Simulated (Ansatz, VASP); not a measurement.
## In2Au in VASP and in Ansatz

The input INCAR:

```
SYSTEM = In2Au
  ALGO = Normal
  EDIFF = 1E-6
  ENCUT = 520
  ISIF = 2
  ISMEAR = -1
  LASPH = .TRUE.
  LCHARG = .TRUE.
  LELF = .TRUE.
  LREAL = .FALSE.
  LVHAR = .TRUE.
  LWAVE = .FALSE.
  NBANDS = 26
  NELM = 80
  PREC = Accurate
  SIGMA = 0.05
```

KPOINTS

```
k-points
0
G
  10 10 10
  0 0 0
```

POSCAR

```
In2Au
1.0
    0.0000000000      3.2937812218      3.2937812218
    3.2937812218      0.0000000000      3.2937812218
    3.2937812218      3.2937812218      0.0000000000
In Au
2 1
Direct
    0.2500000000      0.2500000000      0.2500000000
    0.7500000000      0.7500000000      0.7500000000
    0.0000000000      0.0000000000      0.0000000000
```

Input for Ansatz:

```yaml
crystal:
  lattice:
    - [0.0, 3.2937812218, 3.2937812218]
    - [3.2937812218, 0.0, 3.2937812218]
    - [3.2937812218, 3.2937812218, 0.0]
  atoms:
    - { symbol: In, position: [0.25, 0.25, 0.25] }
    - { symbol: In, position: [0.75, 0.75, 0.75] }
    - { symbol: Au, position: [0.0, 0.0, 0.0] }
kpoints:
  mp_grid: { grid: [10, 10, 10] }
  band_path:
    path:
      - [0.0, 0.0, 0.0]
      - [0.5, 0.0, 0.5]
      - [0.625, 0.25, 0.625]
      - [0.375, 0.375, 0.75]
      - [0.0, 0.0, 0.0]
      - [0.5, 0.5, 0.5]
      - [0.5, 0.25, 0.75]
      - [0.5, 0.0, 0.5]
    npoints: 5
scf:
  occupations: { method: fermi_dirac, width: 0.05 }
hamiltonian:
  xc: lda
  pseudopotentials: { kind: all_electron, lapw: { basis_error: 0.0005 } }
output:
  forces: true
  stress: true
  eigenvalues: true
```

Change from the starting cell: volume scaled by 1.04.

Alike in both runs: task single point; functional LDA; k mesh 10 × 10 × 10; occupations fermi-dirac, width 0.05 eV; no spin polarisation.

```csv
,VASP,Ansatz
version,VASP 6.6.1,Ansatz 0.2.0
potentials or method,"VASP PAW LDA potentials, release 64 (In_d, Au), cutoff 520 eV","all-electron LAPW, scalar-relativistic"
```

Ansatz gave:

* pressure (GPa): -3.7

**Question.** Estimate VASP's values.

**Answer.** Pressure (GPa): -3.6.

LDA's correlation is that of Perdew and Zunger in VASP and of Perdew and Wang (1992) in Ansatz. Ansatz ran all-electron here, and VASP with PAW potentials.

Neither program's run includes spin-orbit coupling.
